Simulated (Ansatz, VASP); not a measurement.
# One calculation of TaN, two programs

```xyz
4
Lattice="2.9406 0.0000 0.0000 -1.4703 2.5466 0.0000 0.0000 0.0000 6.1699" Properties=species:S:1:pos:R:3 pbc="T T T"
Ta    0.0000    1.6977    0.1881
Ta    1.4703    0.8489    3.2731
N     0.0000    1.6977    2.1873
N     1.4703    0.8489    5.2723
```

Alike in both runs: task single point; functional PBE; k mesh 18 × 18 × 8; occupations gaussian, width 0.15 eV; no spin polarisation.

|  | VASP | Ansatz |
| --- | --- | --- |
| version | VASP 6.6.1 | Ansatz 0.2.0 |
| potentials or method | VASP PAW PBE potentials, release 64 (Ta_pv, N), cutoff 520 eV | scalar-relativistic, plane waves, PAW |
| valence electrons in the cell | 32 | 36 |

|  | VASP | Ansatz | Ansatz less VASP |
| --- | --- | --- | --- |
| gap on the k mesh at the Fermi level (eV) | none | none | - |
| rms of the force components (eV/Å) | 1.117 | 1.105 | -0.0125 |

Atom by atom the forces differ by 0.012 eV/Å (rms over components). A gap of «none» marks a metal or a gap that the smearing closes. VASP's potentials hold 32 valence electrons a cell and Ansatz's 36, so a difference there can come from the potentials and not from the codes.

Neither program's run includes spin-orbit coupling.
